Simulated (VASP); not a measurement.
# ZnS (P6_3mc) in VASP: notebook

The runs below take ZnS through single point, with PBE.

Everything below comes from runs of VASP 6.6.1. Logs are shortened: lines on timing, memory, paths and dates and some standing lists are left out, and cuts for length are marked.

## Step 1: The cell of the first run

The structure is hexagonal, space group P6_3mc (No. 186). Conventional cell: a = 3.538 Å, b = 3.538 Å, c = 5.801 Å, α = 90.00°, β = 90.00°, γ = 120.00°. Zn (site symmetry 3m) has 4 S at 2.17 Å within 2.9 Å. S (site symmetry 3m) has 4 Zn at 2.17 Å within 2.9 Å.

## Step 2: Single point, PBE (strain -0.080 along x and y, -0.080 along z)

File INCAR:

```
SYSTEM = ZnS
  ALGO = Normal
  EDIFF = 1E-7
  ENCUT = 520
  GGA = PE
  ISIF = 2
  ISMEAR = 0
  LASPH = .True.
  LCHARG = .False.
  LREAL = .False.
  LWAVE = .False.
  NBANDS = 26
  NELM = 100
  PREC = Accurate
  SIGMA = 0.05
```

File KPOINTS:

```
k-points
0
Gamma
  12 12 4
  0 0 0
```

File POSCAR:

```
ZnS
1.0
    3.5378535486      0.0000000000      0.0000000000
   -1.7689267743      3.0638710479      0.0000000000
    0.0000000000      0.0000000000      5.8009066467
Zn S
2 2
Direct
    0.3333333333      0.6666666667      0.0052197901
    0.6666666667      0.3333333333      0.5052197901
    0.3333333333      0.6666666667      0.3797802099
    0.6666666667      0.3333333333      0.8797802099
```

Potentials or basis: VASP PAW PBE potentials, release 64 (Zn, S).

Command:

```
$ cat potpaw_PBE.64/Zn/POTCAR potpaw_PBE.64/S/POTCAR > POTCAR
$ mpirun -np 1 vasp_std > vasp.out
```

OUTCAR:

```text
SYSTEM = ZnS
   EDIFF = 1E-7
   ENCUT = 520
   GGA = PE
   ISIF = 2
   ISMEAR = 0
   LASPH = .True.
   LREAL = .False.
   NELM = 100
   PREC = Accurate

 ion  position               nearest neighbor table
   1  0.333  0.667  0.005-   4 2.17   4 2.17   4 2.17   3 2.17
   2  0.667  0.333  0.505-   3 2.17   3 2.17   3 2.17   4 2.17
   3  0.333  0.667  0.380-   2 2.17   2 2.17   2 2.17   1 2.17
   4  0.667  0.333  0.880-   1 2.17   1 2.17   1 2.17   2 2.17

  LATTYP: Found a hexagonal cell.
 ALAT       =     3.5378535486
 C/A-ratio  =     1.6396683941

  Lattice vectors:

 A1 = (   3.5378535486,   0.0000000000,   0.0000000000)
 A2 = (  -1.7689267743,   3.0638710479,   0.0000000000)
 A3 = (   0.0000000000,   0.0000000000,   5.8009066467)

Analysis of symmetry for initial positions (statically):
=====================================================================
 Subroutine PRICEL returns:
 Original cell was already a primitive cell.

 Routine SETGRP: Setting up the symmetry group for a
 hexagonal supercell.

 Subroutine GETGRP returns: Found 12 space group operations
 (whereof  6 operations were pure point group operations)
 out of a pool of 24 trial point group operations.

The static configuration has the point symmetry C_3v.
 The point group associated with its full space group is C_6v.

Analysis of symmetry for dynamics (positions and initial velocities):
=====================================================================
 Subroutine PRICEL returns:
 Original cell was already a primitive cell.

 Routine SETGRP: Setting up the symmetry group for a
 hexagonal supercell.

 Subroutine GETGRP returns: Found 12 space group operations
 (whereof  6 operations were pure point group operations)
 out of a pool of 24 trial point group operations.

The dynamic configuration has the point symmetry C_3v.
 The point group associated with its full space group is C_6v.

 Subroutine INISYM returns: Found 12 space group operations
 (whereof  6 operations are pure point group operations),
 and found     1 'primitive' translations

----------------------------------------------------------------------------------------

                                     Primitive cell
[... 90 lines left out ...]
   LNONCOLLINEAR =      F non collinear calculations
   LSORBIT =      F    spin-orbit coupling
   LASPH  =      T    aspherical Exc in radial PAW
   ENCUT  =  520.0 eV  38.22 Ry    6.18 a.u.   6.58  6.58 10.79*2*pi/ulx,y,z
   NELM   =    100;   NELMIN=  2; NELMDL= -5     # of ELM steps
   EDIFF  = 0.1E-06   stopping-criterion for ELM
   LREAL  =      F    real-space projection
   EDIFFG = 0.1E-05   stopping-criterion for IOM
   NSW    =      0    number of steps for IOM
   IBRION =     -1    ionic relax: 0-MD 1-quasi-New 2-CG
   NFREE  =      0    steps in history (QN), initial steepest desc. (CG)
   ISIF   =      2    stress and relaxation
   ISYM   =      2    0-nonsym 1-usesym 2-fastsym
   POTIM  = 0.5000    time-step for ionic-motion
   TEBEG  =    0.0;   TEEND  =   0.0 temperature during run
   PSTRESS=    0.0 pullay stress
   NELECT =      36.0000    total number of electrons
   NUPDOWN=      -1.0000    fix difference up-down
   EMIN   =  10.00;   EMAX   =-10.00  energy-range for DOS
   EFERMI =   0.00;   METHOD = LEGACY
   ISMEAR =     0;   SIGMA  =   0.05  broadening in eV -4-tet -1-fermi 0-gaus
   EFERMI_NEDOS =   21; number of points for ismear=-14 and -15
   IALGO  =     38    algorithm
   IMIX   =      4    mixing-type and parameters
     AMIX     =   0.40;   BMIX     =  1.00
     AMIX_MAG =   1.60;   BMIX_MAG =  1.00
  volume/ion in A,a.u.               =      15.72       106.08
  Fermi-wavevector in a.u.,A,eV,Ry     =   1.359378  2.568852 25.142325  1.847909
  Thomas-Fermi vector in A             =   2.486131
   LORBIT       =      0    0 simple, 1 ext, 2 COOP (PROOUT), +10 PAW based schemes
   GGA     = PE    functional components
   LHFCALC =     F    Hartree Fock is set to
   AEXX    =    0.0000 exact exchange contribution
   IVDW    =     0    specifies the selected vdW correction
   LEPSILON=     F    determine dielectric tensor
   LRPA    =     F    only Hartree local field effects (RPA)
 non-spin polarized calculation
 Gauss-broadening in eV      SIGMA  =   0.05
  energy-cutoff  :      520.00
  volume of cell :       62.88
 maximum number of plane-waves:      1721
 NGX is ok and might be reduce to    28
   NGX = 13   NGY = 13   NGZ = 21

 number of electron      36.0000009 magnetization

 Free energy of the ion-electron system (eV)
  ---------------------------------------------------
  ext. energy  EPLUGINS =         0.00000000
  ---------------------------------------------------
  free energy    TOTEN  =       -12.32820105 eV

  energy without entropy =      -12.32820105  energy(sigma->0) =      -12.32820105

 E-fermi :   4.7931     XC(G=0): -10.7368

 val. band max:        4.5551824485   @ k =   0.0000   0.0000   0.0000
 cond. band min:       7.8301726079   @ k =   0.0000   0.0000   0.0000
 fundamental gap:      3.2749901594
 Fermi energy:         4.7931079751

 k-point     1 :       0.0000    0.0000    0.0000
  band No.  band energies     occupation
      1     -10.4838      2.00000
      2      -9.0719      2.00000
      3      -2.9999      2.00000
      4      -2.9778      2.00000
      5      -2.9778      2.00000
      6      -2.8591      2.00000
[... 685 lines left out ...]
     25      14.3699      0.00000
     26      14.9253      0.00000

 [... further k-points ...]

------------------------ aborting loop because EDIFF is reached ----------------------------------------

  FORCE on cell =-STRESS in cart. coord.  units (eV):
  Direction    XX          YY          ZZ          XY          YZ          ZX
  --------------------------------------------------------------------------------------
  -------------------------------------------------------------------------------------
  Total       11.8447992     11.8447992     12.0963560     -0.0000000      0.0000000      0.0000000
  in kB      301.8089215    301.8089215    308.2186640     -0.0000000      0.0000000      0.0000000
  external PRESSURE =     303.9455023 kB  Pullay stress =       0.0000000 kB

 VOLUME and BASIS-vectors are now :
 -----------------------------------------------------------------------------
  energy-cutoff  :      520.00
  volume of cell :       62.88
      direct lattice vectors                 reciprocal lattice vectors
     3.537853549  0.000000000  0.000000000     0.282657263  0.163192247  0.000000000
    -1.768926774  3.063871048  0.000000000     0.000000000  0.326384493  0.000000000
     0.000000000  0.000000000  5.800906647     0.000000000  0.000000000  0.172386846

 POSITION                                       TOTAL-FORCE (eV/Angst)
 -----------------------------------------------------------------------------------
     -0.00000      2.04258      0.03028         0.000000     -0.000000      0.079866
      1.76893      1.02129      2.93073        -0.000000      0.000000      0.079866
     -0.00000      2.04258      2.20307        -0.000000      0.000000     -0.079866
      1.76893      1.02129      5.10352         0.000000     -0.000000     -0.079866
 -----------------------------------------------------------------------------------
    total drift:                               -0.000001     -0.000001      0.000119

  FREE ENERGIE OF THE ION-ELECTRON SYSTEM (eV)
  ---------------------------------------------------
  free  energy   TOTEN  =       -12.3282010477 eV

  energy  without entropy=      -12.3282010477  energy(sigma->0) =      -12.32820105
```

OSZICAR:

```text
N       E                     dE             d eps       ncg     rms          rms(c)
DAV:   1     0.258227067300E+03    0.25823E+03   -0.17520E+04  2972   0.182E+03
DAV:   2     0.122936079367E+02   -0.24593E+03   -0.23495E+03  3028   0.372E+02
DAV:   3    -0.126566586763E+02   -0.24950E+02   -0.24693E+02  3474   0.117E+02
DAV:   4    -0.133004968017E+02   -0.64384E+00   -0.64219E+00  3506   0.184E+01
DAV:   5    -0.133093268393E+02   -0.88300E-02   -0.88276E-02  3564   0.223E+00    0.152E+01
DAV:   6    -0.123556015658E+02    0.95373E+00   -0.18653E+00  4038   0.441E+01    0.112E+01
DAV:   7    -0.123498680433E+02    0.57335E-02   -0.20025E+00  3112   0.915E+00    0.423E+00
DAV:   8    -0.123338099040E+02    0.16058E-01   -0.47415E-02  3346   0.158E+00    0.141E+00
DAV:   9    -0.123278606486E+02    0.59493E-02   -0.24528E-02  3150   0.890E-01    0.315E-01
DAV:  10    -0.123280358134E+02   -0.17516E-03   -0.12676E-03  3534   0.220E-01    0.210E-01
DAV:  11    -0.123281812045E+02   -0.14539E-03   -0.11067E-04  3512   0.124E-01    0.590E-02
DAV:  12    -0.123281993587E+02   -0.18154E-04   -0.70411E-05  3678   0.132E-01    0.537E-02
DAV:  13    -0.123282004378E+02   -0.10791E-05   -0.11950E-05  3560   0.275E-02    0.226E-02
DAV:  14    -0.123282011370E+02   -0.69922E-06   -0.11609E-06  3128   0.107E-02    0.621E-03
DAV:  15    -0.123282010176E+02    0.11935E-06   -0.15668E-07  2786   0.354E-03    0.110E-02
DAV:  16    -0.123282010477E+02   -0.30099E-07   -0.52193E-08  1624   0.390E-03
   1 F= -.12328201E+02 E0= -.12328201E+02  d E =-.143566E-13
```

stdout:

```text
POSCAR found type information on POSCAR ZnS
 POSCAR found :  2 types and       4 ions
 scaLAPACK will be used
 LDA part: xc-table for (Slater+PW92), standard interpolation
 POSCAR, INCAR and KPOINTS ok, starting setup
 FFT: planning ... GRIDC
 FFT: planning ... GRID_SOFT
 FFT: planning ... GRID
 WAVECAR not read
 entering main loop
```

It took 51 s on 1 thread of Intel Xeon 6975P-C (Granite Rapids), shared host; peak memory 0.22 GiB.

Results:

```
Free energy            : -12.3282 eV
Pressure               : 30.4 GPa
Largest force          : 0.080 eV/Å
Band gap on the k mesh : 3.27 eV
```

Forces on the atoms (eV/Å):
```
Zn   0.000  0.000  0.080
Zn   0.000  0.000  0.080
S    0.000  0.000 -0.080
S    0.000  0.000 -0.080
```

Caveat: the cell differs from its parent crystal (strain -0.080 along x and y, -0.080 along z); the cell stands under pressure. A k mesh can miss the band edges.

## Step 3: Single point, PBE (strain -0.080 along x and y, -0.040 along z)

File INCAR:

```
SYSTEM = ZnS
PREC = Accurate
ENCUT = 520
EDIFF = 1E-6
ISMEAR = 0
SIGMA = 0.05
LREAL = .FALSE.
LASPH = .TRUE.
NELM = 100
ALGO = Normal
ISIF = 2
LWAVE = .FALSE.
LCHARG = .TRUE.
GGA = PE
LELF = .TRUE.
LVHAR = .TRUE.
NBANDS = 26
```

File KPOINTS:

```
regular mesh
0
G
  12 12 4
  0 0 0
```

POSCAR: that of step 2 with these lines changed.

```diff
@@ -4,3 +4,3 @@
    -1.7689267743      3.0638710479      0.0000000000
-    0.0000000000      0.0000000000      5.8009066467
+    0.0000000000      0.0000000000      6.0531199791
 Zn S
```

Potentials or basis: VASP PAW PBE potentials, release 64 (Zn, S).

Command:

```
$ cat potpaw_PBE.64/Zn/POTCAR potpaw_PBE.64/S/POTCAR > POTCAR
$ mpirun -np 1 vasp_std > vasp.out
```

OUTCAR:

```text
SYSTEM = ZnS
   PREC = Accurate
   ENCUT = 520
   EDIFF = 1E-6
   ISMEAR = 0
   LREAL = .FALSE.
   LASPH = .TRUE.
   NELM = 100
   ISIF = 2
   GGA = PE

 ion  position               nearest neighbor table
   1  0.333  0.667  0.005-   4 2.18   4 2.18   4 2.18   3 2.27
   2  0.667  0.333  0.505-   3 2.18   3 2.18   3 2.18   4 2.27
   3  0.333  0.667  0.380-   2 2.18   2 2.18   2 2.18   1 2.27
   4  0.667  0.333  0.880-   1 2.18   1 2.18   1 2.18   2 2.27

  LATTYP: Found a hexagonal cell.
 ALAT       =     3.5378535486
 C/A-ratio  =     1.7109583243
[... 896 lines left out ...]
  Direction    XX          YY          ZZ          XY          YZ          ZX
  --------------------------------------------------------------------------------------
  -------------------------------------------------------------------------------------
  Total       10.9468133     10.9468133      6.6834359      0.0000000      0.0000000      0.0000000
  in kB      267.3059819    267.3059819    163.2002261      0.0000000      0.0000000      0.0000000
  external PRESSURE =     232.6040633 kB  Pullay stress =       0.0000000 kB

 VOLUME and BASIS-vectors are now :
 -----------------------------------------------------------------------------
  energy-cutoff  :      520.00
  volume of cell :       65.61
      direct lattice vectors                 reciprocal lattice vectors
     3.537853549  0.000000000  0.000000000     0.282657263  0.163192247  0.000000000
    -1.768926774  3.063871048  0.000000000     0.000000000  0.326384493  0.000000000
     0.000000000  0.000000000  6.053119979     0.000000000  0.000000000  0.165204061

 POSITION                                       TOTAL-FORCE (eV/Angst)
 -----------------------------------------------------------------------------------
     -0.00000      2.04258      0.03160         0.000000      0.000000      0.682939
      1.76893      1.02129      3.05816        -0.000000     -0.000000      0.682939
     -0.00000      2.04258      2.29886         0.000000     -0.000000     -0.682939
      1.76893      1.02129      5.32542        -0.000000      0.000000     -0.682939
 -----------------------------------------------------------------------------------
    total drift:                               -0.000001     -0.000001     -0.000349

  FREE ENERGIE OF THE ION-ELECTRON SYSTEM (eV)
  ---------------------------------------------------
  free  energy   TOTEN  =       -12.7232618936 eV

  energy  without entropy=      -12.7232618936  energy(sigma->0) =      -12.72326189
```

Wall time 48 s (1 thread of Intel Xeon 6975P-C (Granite Rapids), shared host); peak memory 0.23 GiB.

What came out:

```
Free energy            : -12.7233 eV
Pressure               : 23.3 GPa
Largest force          : 0.683 eV/Å
Band gap on the k mesh : 2.85 eV
```

Forces on the atoms (eV/Å):
```
Zn   0.000  0.000  0.683
Zn   0.000  0.000  0.683
S    0.000  0.000 -0.683
S    0.000  0.000 -0.683
```

Caveat: the cell differs from its parent crystal (strain -0.080 along x and y, -0.040 along z); the cell stands under pressure. A k mesh can miss the band edges.

[end of part 1 of 2]
